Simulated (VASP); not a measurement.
Crystal: TiB2.

```
Ti B
1.0
     3.02920    0.00000    0.00000
    -1.51460    2.62336    0.00000
     0.00000    0.00000    3.22840
Ti B
1 2
Cartesian
  0.0000 0.0000 0.0000
  1.5146 0.8745 1.6142
  0.0000 1.7489 1.6142
```

- Program: VASP 6.6.1
- Task: relaxation of cell and atoms
- Functional: PBE
- Dispersion: D3(BJ)
- Potentials or basis: VASP PAW PBE potentials, release 64 (Ti_sv, B)
- Cutoff: 600 eV
- k mesh: 10 × 10 × 8
- Occupations: fermi-dirac, width 0.05 eV
- Spin: no spin polarisation

At the start: pressure -7.6 GPa; volume 8.55 Å³/atom.

Question: How do energy, volume and symmetry change on relaxing?

Answer: Over 4 steps the energy falls by 6.3 meV/atom and the volume is 8.30 Å³/atom (-3.0 %); space group P6/mmm (No. 191, to 0.1 Å) before and after.

Step by step:
```
step  energy change (eV)  largest force (eV/Å)  pressure (GPa)  volume (Å³)
   1              0.0000                0.0000           -7.57        25.66
   2             -0.0004                0.0000            8.27        24.18
   3             -0.0184                0.0000            0.01        24.90
   4             -0.0188                0.0000           -0.04        24.89
```

Final structure:
```yaml
crystal:
  lattice:
    - [3.00321, 0.00000, 0.00000]
    - [-1.50160, 2.60085, 0.00000]
    - [0.00000, 0.00000, 3.18631]
  atoms:
    - { symbol: Ti, position: [0.00000, 0.00000, 0.00000] }
    - { symbol: B, position: [0.66667, 0.33333, 0.50000] }
    - { symbol: B, position: [0.33333, 0.66667, 0.50000] }
```
